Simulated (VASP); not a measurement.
# Si3N4 in VASP: further runs

Runs on Si3N4. Level: PBE+D3(BJ). Tasks: relaxation of cell and atoms, single point.

Everything below comes from runs of VASP 6.6.1. Logs are shortened: lines on timing, memory, paths and dates and some standing lists are left out, and cuts for length are marked.

## Step 1: The cell of the first run

Symmetry: P6_3, No. 173, hexagonal system. The conventional cell has a = 7.595 Å, b = 7.595 Å, c = 2.902 Å, α = 90.00°, β = 90.00°, γ = 120.00°. Within 2.3 Å of Si (site symmetry 1) lie 5 N at 1.70 to 2.29 Å. Within 2.3 Å of N (site symmetry 1) lie 3 Si at 1.70 to 1.77 Å. N (site symmetry 3) has 6 Si at 2.23 to 2.29 Å and 3 N at 2.45 Å within 2.9 Å.

## Step 2: Relaxation of cell and atoms, PBE+D3(BJ)

INCAR

```
PREC     = Accurate       # precision mode
ENCUT    = 600            # plane-wave cutoff, eV
EDIFF    = 1E-7           # SCF threshold, eV
ISMEAR   = 0              # smearing method
SIGMA    = 0.1            # smearing width, eV
LREAL    = False          # projectors in reciprocal space
LASPH    = True           # aspherical terms in the spheres
NELM     = 100            # most SCF steps
ALGO     = Normal         # electronic algorithm
ISIF     = 3              # what is computed and relaxed
LWAVE    = False          # write WAVECAR
LCHARG   = False          # write CHGCAR
GGA      = PE             # functional
IVDW     = 12             # dispersion correction
IBRION   = 2              # ionic algorithm
NSW      = 100            # ionic steps
EDIFFG   = -0.05          # ionic threshold
```

KPOINTS

```
regular mesh
0
Gamma
  3 3 8
```

POSCAR

```
Si3N4
1.0
    7.5950000000      0.0000000000      0.0000000000
   -3.7975000000      6.5774629417      0.0000000000
    0.0000000000      0.0000000000      2.9023000000
Si N
6 8
Direct
    0.7687000000      0.1744000000      0.2500000000
    0.5943000000      0.7687000000      0.7500000000
    0.8256000000      0.5943000000      0.2500000000
    0.2313000000      0.8256000000      0.7500000000
    0.4057000000      0.2313000000      0.2500000000
    0.1744000000      0.4057000000      0.7500000000
    0.0297000000      0.3295000000      0.2650000000
    0.7002000000      0.0297000000      0.7650000000
    0.6705000000      0.7002000000      0.2650000000
    0.9703000000      0.6705000000      0.7650000000
    0.2998000000      0.9703000000      0.2650000000
    0.3295000000      0.2998000000      0.7650000000
    0.3333333333      0.6666666667      0.2344000000
    0.6666666667      0.3333333333      0.7344000000
```

Potentials or basis: VASP PAW PBE potentials, release 64 (Si, N).

Command:

```sh
$ cat potpaw_PBE.64/Si/POTCAR potpaw_PBE.64/N/POTCAR > POTCAR
$ mpirun -np 1 vasp_std > vasp.out
```

OUTCAR:

```text
PREC = Accurate
   ENCUT = 600
   EDIFF = 1E-7
   ISMEAR = 0
   LREAL = False
   LASPH = True
   NELM = 100
   ISIF = 3
   GGA = PE
   IVDW = 12
   IBRION = 2
   NSW = 100
   EDIFFG = -0.05
 IVDW          = 12

 ion  position               nearest neighbor table
   1  0.769  0.174  0.250-   8 1.70   7 1.73   8 1.77  14 2.23  14 2.29   3 3.00   5 3.00   2 3.05
                             2 3.05   6 3.05   6 3.05
   2  0.594  0.769  0.750-   9 1.70   8 1.73   9 1.77  13 2.23  13 2.29   6 3.00   4 3.00   1 3.05
                             1 3.05   3 3.05   3 3.05
   3  0.826  0.594  0.250-  10 1.70   9 1.73  10 1.77  14 2.23  14 2.29   1 3.00   5 3.00   4 3.05
                             4 3.05   2 3.05   2 3.05
   4  0.231  0.826  0.750-  11 1.70  10 1.73  11 1.77  13 2.23  13 2.29   6 3.00   2 3.00   5 3.05
                             5 3.05   3 3.05   3 3.05
   5  0.406  0.231  0.250-  12 1.70  11 1.73  12 1.77  14 2.23  14 2.29   3 3.00   1 3.00   4 3.05
                             4 3.05   6 3.05   6 3.05
   6  0.174  0.406  0.750-   7 1.70  12 1.73   7 1.77  13 2.23  13 2.29   4 3.00   2 3.00   1 3.05
                             1 3.05   5 3.05   5 3.05
   7  0.030  0.330  0.265-   6 1.70   1 1.73   6 1.77
   8  0.700  0.030  0.765-   1 1.70   2 1.73   1 1.77
   9  0.670  0.700  0.265-   2 1.70   3 1.73   2 1.77
  10  0.970  0.670  0.765-   3 1.70   4 1.73   3 1.77
  11  0.300  0.970  0.265-   4 1.70   5 1.73   4 1.77
  12  0.330  0.300  0.765-   5 1.70   6 1.73   5 1.77
  13  0.333  0.667  0.234-   4 2.23   6 2.23   2 2.23   4 2.29   6 2.29   2 2.29
  14  0.667  0.333  0.734-   1 2.23   3 2.23   5 2.23   1 2.29   3 2.29   5 2.29

  LATTYP: Found a hexagonal cell.
 ALAT       =     7.5950000000
 C/A-ratio  =     0.3821329822

  Lattice vectors:

 A1 = (   7.5950000000,   0.0000000000,   0.0000000000)
 A2 = (  -3.7975000000,   6.5774629417,   0.0000000000)
 A3 = (   0.0000000000,   0.0000000000,   2.9023000000)

Analysis of symmetry for initial positions (statically):
=====================================================================
 Subroutine PRICEL returns:
 Original cell was already a primitive cell.

 Routine SETGRP: Setting up the symmetry group for a
 hexagonal supercell.

 Subroutine GETGRP returns: Found  6 space group operations
 (whereof  3 operations were pure point group operations)
 out of a pool of 24 trial point group operations.

The static configuration has the point symmetry C_3 .
 The point group associated with its full space group is C_6 .

Analysis of symmetry for dynamics (positions and initial velocities):
=====================================================================
 Subroutine PRICEL returns:
 Original cell was already a primitive cell.

 Routine SETGRP: Setting up the symmetry group for a
 hexagonal supercell.

 Subroutine GETGRP returns: Found  6 space group operations
 (whereof  3 operations were pure point group operations)
 out of a pool of 24 trial point group operations.

The dynamic configuration has the point symmetry C_3 .
 The point group associated with its full space group is C_6 .

 Subroutine INISYM returns: Found  6 space group operations
 (whereof  3 operations are pure point group operations),
 and found     1 'primitive' translations

----------------------------------------------------------------------------------------

                                     Primitive cell

  volume of cell :     144.9868

  direct lattice vectors                    reciprocal lattice vectors
     7.595000000  0.000000000  0.000000000     0.131665569  0.076017152  0.000000000
    -3.797500000  6.577462942  0.000000000     0.000000000  0.152034304  0.000000000
     0.000000000  0.000000000  2.902300000     0.000000000  0.000000000  0.344554319

  length of vectors
     7.595000000  7.595000000  2.902300000     0.152034304  0.152034304  0.344554319

  position of ions in fractional coordinates (direct lattice)
     0.768700000  0.174400000  0.250000000
     0.594300000  0.768700000  0.750000000
[... 47 lines left out ...]
   ISIF   =      3    stress and relaxation
   ISYM   =      2    0-nonsym 1-usesym 2-fastsym
   POTIM  = 0.5000    time-step for ionic-motion
   TEBEG  =    0.0;   TEEND  =   0.0 temperature during run
   PSTRESS=    0.0 pullay stress
   NELECT =      64.0000    total number of electrons
   NUPDOWN=      -1.0000    fix difference up-down
   EMIN   =  10.00;   EMAX   =-10.00  energy-range for DOS
   EFERMI =   0.00;   METHOD = LEGACY
   ISMEAR =     0;   SIGMA  =   0.10  broadening in eV -4-tet -1-fermi 0-gaus
   EFERMI_NEDOS =   21; number of points for ismear=-14 and -15
   IALGO  =     38    algorithm
   IMIX   =      4    mixing-type and parameters
     AMIX     =   0.40;   BMIX     =  1.00
     AMIX_MAG =   1.60;   BMIX_MAG =  1.00
  volume/ion in A,a.u.               =      10.36        69.89
  Fermi-wavevector in a.u.,A,eV,Ry     =   1.246499  2.355542 21.140191  1.553760
  Thomas-Fermi vector in A             =   2.380674
   LORBIT       =      0    0 simple, 1 ext, 2 COOP (PROOUT), +10 PAW based schemes
   GGA     = PE    functional components
   LHFCALC =     F    Hartree Fock is set to
   AEXX    =    0.0000 exact exchange contribution
   IVDW    =    12    specifies the selected vdW correction
   LEPSILON=     F    determine dielectric tensor
   LRPA    =     F    only Hartree local field effects (RPA)
 conjugate gradient relaxation of ions
 non-spin polarized calculation
 Gauss-broadening in eV      SIGMA  =   0.10
  energy-cutoff  :      600.00
  volume of cell :      144.99
 maximum number of plane-waves:      4860
 NGX is ok and might be reduce to    64
   NGX = 31   NGY = 31   NGZ = 11

--------------------------------------- Ionic step        1  -------------------------------------------

 number of electron      64.0000001 magnetization

 Free energy of the ion-electron system (eV)
  ---------------------------------------------------
  ext. energy  EPLUGINS =         0.00000000
  ---------------------------------------------------
  free energy    TOTEN  =      -104.46284466 eV

  energy without entropy =     -104.46284466  energy(sigma->0) =     -104.46284466

------------------------ aborting loop because EDIFF is reached ----------------------------------------

 Edisp (eV)   -3.60139

 E8    (eV) :    -1.2786

  FORCE on cell =-STRESS in cart. coord.  units (eV):
  Direction    XX          YY          ZZ          XY          YZ          ZX
  --------------------------------------------------------------------------------------
  -------------------------------------------------------------------------------------
  Total       6.44158     6.44158   -30.82228    -0.00000    -0.00000     0.00000
  in kB      71.18276    71.18276  -340.60170    -0.00000    -0.00000     0.00000
  external pressure =      -66.08 kB  Pullay stress =        0.00 kB
[... 133 lines left out ...]
  FREE ENERGIE OF THE ION-ELECTRON SYSTEM (eV)
  ---------------------------------------------------
  free  energy   TOTEN  =      -110.3680928668 eV

  energy  without entropy=     -110.3680928668  energy(sigma->0) =     -110.36809287

[... ionic steps 4 to 32 ...]

--------------------------------------- Ionic step       33  -------------------------------------------

 number of electron      64.0000009 magnetization

------------------------ aborting loop because EDIFF is reached ----------------------------------------

 Edisp (eV)   -3.58387

 E8    (eV) :    -1.2759
[... 93 lines left out ...]
  energy  without entropy=     -118.1046448751  energy(sigma->0) =     -118.10464488

--------------------------------------- Ionic step       35  -------------------------------------------

 number of electron      64.0000008 magnetization

 Free energy of the ion-electron system (eV)
  ---------------------------------------------------
  ext. energy  EPLUGINS =         0.00000000
  ---------------------------------------------------
  free energy    TOTEN  =      -114.51657289 eV

  energy without entropy =     -114.51657289  energy(sigma->0) =     -114.51657289

 E-fermi :   7.2205     XC(G=0): -10.7930

 val. band max:        6.7243775685   @ k =   0.0000   0.0000   0.1250
 cond. band min:      11.0518751402   @ k =   0.0000   0.0000   0.0000
 fundamental gap:      4.3274975717
 Fermi energy:         7.2205102176

 k-point     1 :       0.0000    0.0000    0.0000
  band No.  band energies     occupation
      1     -11.4674      2.00000
      2     -10.0049      2.00000
      3     -10.0049      2.00000
      4      -9.3781      2.00000
      5      -9.2423      2.00000
      6      -9.2423      2.00000
[... 679 lines left out ...]
  FREE ENERGIE OF THE ION-ELECTRON SYSTEM (eV)
  ---------------------------------------------------
  free  energy   TOTEN  =      -118.1052512303 eV

  energy  without entropy=     -118.1052512303  energy(sigma->0) =     -118.10525123

 reached required accuracy - stopping structural energy minimisation
```

It took 56 min on 1 thread of Oxide Virtual Turin-like, shared host; peak memory 0.33 GiB.

What came out:

| Quantity | Value |
| --- | --- |
| Free energy | -118.1053 eV |
| Relaxed volume | 10.43 Å³/atom |
| Relaxed cell | a = 7.614 Å, b = 7.614 Å, c = 2.909 Å, α = 90.00°, β = 90.00°, γ = 120.00° |
| Space group after relaxing (to 0.05 Å) | P6_3/m (No. 176) |
| Energy gained by relaxing | 717.2 meV/atom |
| Ionic steps | 35 |
| Pressure after relaxing | 0.2 GPa |
| Largest force after relaxing | 0.027 eV/Å |
| Band gap on the k mesh | 4.33 eV, indirect (least direct gap 4.52 eV) |
| Dispersion energy per atom | -0.256 eV |

Forces on the atoms (eV/Å):
```
Si   0.001 -0.002 -0.011
Si   0.002  0.000 -0.011
Si   0.001  0.002 -0.011
Si  -0.001  0.002 -0.011
Si  -0.002  0.000 -0.011
Si  -0.001 -0.002 -0.011
N    0.004 -0.027  0.005
N    0.025 -0.009  0.005
N    0.021  0.017  0.005
N   -0.004  0.027  0.005
N   -0.025  0.009  0.005
N   -0.021 -0.017  0.005
N    0.000  0.000  0.018
N    0.000  0.000  0.018
```

The path:
```tsv
step	energy change (eV)	largest force (eV/Å)	pressure (GPa)	volume (Å³)
1	0.0000	2.4710	-6.61	144.99
2	-1.3849	2.1130	6.82	135.40
3	-2.3039	1.6932	0.04	139.15
4	-2.8976	2.5596	0.13	138.36
5	-3.1733	2.9356	2.92	137.25
6	-3.2977	2.9612	3.09	137.20
7	-3.6436	2.9076	3.83	137.07
8	-4.1284	3.1737	6.26	136.79
9	-3.8072	5.6890	14.78	136.25
10	-4.2378	3.8234	8.47	136.62
11	-4.9976	3.6619	7.26	137.50
12	-6.6580	3.1336	4.34	140.08
13	-7.0828	2.6550	0.08	144.94
14	-7.3845	2.4213	1.79	143.05
15	-7.8885	1.7171	-0.36	143.95
16	-8.1254	1.6455	-2.43	145.08
17	-8.4941	1.2922	-1.85	144.64
18	-9.1207	1.2397	0.75	143.31
19	-9.1667	1.4290	1.99	142.83
20	-9.4962	0.7837	0.96	143.62
21	-9.5153	0.9022	0.76	143.87
22	-9.6654	0.7729	-0.05	144.68
23	-9.7290	1.2206	-0.81	145.61
24	-9.8246	0.9443	-1.01	145.86
25	-9.9646	0.3673	-1.48	146.59
26	-9.9672	0.4357	-1.53	146.70
27	-9.9934	0.3787	-0.54	146.15
28	-10.0047	0.3701	0.73	145.48
29	-10.0157	0.3254	0.59	145.61
30	-10.0206	0.2671	0.42	145.78
31	-10.0297	0.2035	0.05	146.02
32	-10.0374	0.1095	-0.71	146.53
33	-10.0399	0.0592	-0.22	146.25
34	-10.0404	0.0513	0.11	146.07
35	-10.0410	0.0274	0.15	146.05
```

Final structure:
```cif
data_structure
_symmetry_space_group_name_H-M 'P 1'
_symmetry_Int_Tables_number 1
_cell_length_a 7.6142
_cell_length_b 7.6142
_cell_length_c 2.9089
_cell_angle_alpha 90.000
_cell_angle_beta 90.000
_cell_angle_gamma 120.000
_cell_volume 146.05
loop_
_atom_site_label
_atom_site_type_symbol
_atom_site_fract_x
_atom_site_fract_y
_atom_site_fract_z
_atom_site_occupancy
Si1 Si 0.76783 0.17414 0.32582 1
Si2 Si 0.59369 0.76783 0.82582 1
Si3 Si 0.82586 0.59369 0.32582 1
Si4 Si 0.23217 0.82586 0.82582 1
Si5 Si 0.40631 0.23217 0.32582 1
Si6 Si 0.17414 0.40631 0.82582 1
N1 N 0.02989 0.33023 0.32573 1
N2 N 0.69966 0.02989 0.82573 1
N3 N 0.66977 0.69966 0.32573 1
N4 N 0.97011 0.66977 0.82573 1
N5 N 0.30034 0.97011 0.32573 1
N6 N 0.33023 0.30034 0.82573 1
N7 N 0.33333 0.66667 0.82474 1
N8 N 0.66667 0.33333 0.32474 1
```

Caveat: the relaxation stopped at a loose force limit of 0.05 eV/Å, so its end isn't a converged minimum. A k mesh can miss the band edges.

## Step 3: Single point, PBE+D3(BJ) (volume scaled by 1.06, then relaxed in part)

INCAR

```
PREC = Accurate
ENCUT = 520
EDIFF = 1E-7
ISMEAR = 0
SIGMA = 0.02
LREAL = F
LASPH = T
NELM = 60
ALGO = Normal
ISIF = 2
LWAVE = F
LCHARG = F
GGA = PE
IVDW = 12
NBANDS = 45
```

KPOINTS

```
Automatic mesh
0
Gamma
  6 6 8
```

POSCAR

```
Si3N4
1.0
    7.7741322380      0.0000000000      0.0000000000
   -3.8870661190      6.7325960105      0.0000000000
    0.0000000000      0.0000000000      2.9642291869
Si N
6 8
Direct
    0.7709061383      0.1770395552      0.3256285714
    0.5938665830      0.7709061383      0.8256285714
    0.8229604448      0.5938665830      0.3256285714
    0.2290938617      0.8229604448      0.8256285714
    0.4061334170      0.2290938617      0.3256285714
    0.1770395552      0.4061334170      0.8256285714
    0.0328251133      0.3306789852      0.3256285714
    0.7021461281      0.0328251133      0.8256285714
    0.6693210148      0.7021461281      0.3256285714
    0.9671748867      0.6693210148      0.8256285714
    0.2978538719      0.9671748867      0.3256285714
    0.3306789852      0.2978538719      0.8256285714
    0.3333333333      0.6666666667     -0.1743714286
    0.6666666667      0.3333333333      0.3256285714
```

Potentials or basis: VASP PAW PBE potentials, release 64 (Si, N).

Command:

```sh
$ cat potpaw_PBE.64/Si/POTCAR potpaw_PBE.64/N/POTCAR > POTCAR
$ mpirun -np 1 vasp_std > vasp.out
```

Wall time 4.8 min (1 thread of Oxide Virtual Turin-like, shared host); peak memory 0.37 GiB.

The run converged. Its results:

```yaml
Free_energy: -117.7268 eV
Pressure: -12.8 GPa
Largest_force: 0.012 eV/Å
Band_gap_on_the_k_mesh: 4.12 eV, indirect (least direct gap 4.29 eV)
Dispersion_energy_per_atom: -0.241 eV
```

Forces on the atoms (eV/Å):
```
Si   0.008  0.009  0.000
Si  -0.004  0.012  0.000
Si  -0.012  0.003  0.000
Si  -0.008 -0.009  0.000
Si   0.004 -0.012  0.000
Si   0.012 -0.003  0.000
N   -0.008 -0.008  0.000
N    0.003 -0.011  0.000
N    0.011 -0.003  0.000
N    0.008  0.008  0.000
N   -0.003  0.011  0.000
N   -0.011  0.003  0.000
N    0.000  0.000  0.000
N    0.000  0.000  0.000
```

Levels at points of the mesh, in eV from the valence-band top:
| k point | band 30 | band 31 | band 32 | band 33 | band 34 | band 35 |
| --- | --- | --- | --- | --- | --- | --- |
| (0.00, 0.00, 0.00) | -0.41 | -0.39 | -0.17 | 4.12 | 4.22 | 4.57 |
| (0.50, 0.00, 0.00) | -0.73 | -0.29 | -0.22 | 4.29 | 4.44 | 4.62 |
| (0.00, 0.00, 0.50) | -1.50 | -1.20 | -1.20 | 4.51 | 4.51 | 4.51 |
| (0.50, 0.00, 0.50) | -1.39 | -0.95 | -0.95 | 4.49 | 4.49 | 5.57 |

Caveat: the cell differs from its parent crystal (volume scaled by 1.06, then relaxed in part).

## Step 4: Single point, PBE+D3(BJ) (volume scaled by 1.10, then relaxed in part)

INCAR

```
SYSTEM = Si3N4
PREC = Accurate
ENCUT = 520
EDIFF = 1E-7
ISMEAR = 0
SIGMA = 0.02
LREAL = .FALSE.
LASPH = .TRUE.
NELM = 100
ALGO = Normal
ISIF = 2
LWAVE = .FALSE.
LCHARG = .TRUE.
GGA = PE
IVDW = 12
LELF = .TRUE.
LVHAR = .TRUE.
NBANDS = 45
```

KPOINTS

```
regular mesh
0
G
  6 6 8
  0 0 0
```

POSCAR

```
Si3N4
1.0
    7.8735979879      0.0000000000      0.0000000000
   -3.9367989940      6.8187358767      0.0000000000
    0.0000000000      0.0000000000      2.9988584921
Si N
6 8
Direct
    0.7726259593      0.1786806417      0.3256285714
    0.5939453176      0.7726259593      0.8256285714
    0.8213193583      0.5939453176      0.3256285714
    0.2273740407      0.8213193583      0.8256285714
    0.4060546824      0.2273740407      0.3256285714
    0.1786806417      0.4060546824      0.8256285714
    0.0344383863      0.3310421711      0.3256285714
    0.7033962152      0.0344383863      0.8256285714
    0.6689578289      0.7033962152      0.3256285714
    0.9655616137      0.6689578289      0.8256285714
    0.2966037848      0.9655616137      0.3256285714
    0.3310421711      0.2966037848      0.8256285714
    0.3333333333      0.6666666667     -0.1743714286
    0.6666666667      0.3333333333      0.3256285714
```

Command:

```sh
$ cat potpaw_PBE.64/Si/POTCAR potpaw_PBE.64/N/POTCAR > POTCAR
$ mpirun -np 1 vasp_std > vasp.out
```

Wall time 5.5 min (1 thread of Oxide Virtual Turin-like, shared host); peak memory 0.37 GiB.

It converged, with:

| Quantity | Value |
| --- | --- |
| Free energy | -117.1393 eV |
| Pressure | -19.3 GPa |
| Largest force | 0.004 eV/Å |
| Band gap on the k mesh | 3.82 eV, indirect (least direct gap 3.98 eV) |
| Dispersion energy per atom | -0.232 eV |

Forces in eV/Å, atoms in the order of the input:
```
Si   0.003  0.000  0.000
Si   0.001  0.003  0.000
Si  -0.002  0.003  0.000
Si  -0.003  0.000  0.000
Si  -0.001 -0.003  0.000
Si   0.002 -0.003  0.000
N    0.000 -0.003  0.000
N    0.003 -0.002  0.000
N    0.003  0.002  0.000
N    0.000  0.003  0.000
N   -0.003  0.002  0.000
N   -0.003 -0.002  0.000
N    0.000  0.000  0.000
N    0.000  0.000  0.000
```

Levels at points of the mesh, in eV from the valence-band top:
```
           k point  band 30  band 31  band 32  band 33  band 34  band 35
(0.00, 0.00, 0.00)    -0.39    -0.38    -0.16     3.82     3.99     4.36
(0.50, 0.00, 0.00)    -0.72    -0.27    -0.21     4.07     4.26     4.45
(0.00, 0.00, 0.50)    -1.44    -1.12    -1.12     4.37     4.37     4.37
(0.50, 0.00, 0.50)    -1.33    -0.90    -0.90     4.28     4.28     5.37
```

Caveat: the cell differs from its parent crystal (volume scaled by 1.10, then relaxed in part).

## Step 5: Summary

```tsv
task	cell	k mesh	cutoff (eV)	smearing	gap on the mesh (eV)	pressure (GPa)	largest force (eV/Å)
relaxation of cell and atoms	relaxed from a = 7.595, b = 7.595, c = 2.902 Å, angles 90.0, 90.0, 120.0°, 14 atoms	3 × 3 × 8	600	gaussian 0.1 eV	4.33	0.2	0.03
single point	a = 7.774, b = 7.774, c = 2.964 Å, angles 90.0, 90.0, 120.0°, 14 atoms	6 × 6 × 8	520	gaussian 0.02 eV	4.12	-12.8	0.01
single point	a = 7.874, b = 7.874, c = 2.999 Å, angles 90.0, 90.0, 120.0°, 14 atoms	6 × 6 × 8	520	gaussian 0.02 eV	3.82	-19.3	-
```

Alike in all rows: level PBE+D3(BJ); potentials or basis VASP PAW PBE potentials, release 64 (Si, N); no spin polarisation.

Caveats: the relaxation stopped at a loose force limit of 0.05 eV/Å, so its end isn't a converged minimum (some runs).

Total energies depend on the potentials used, so only differences within one code and one set of settings carry meaning.
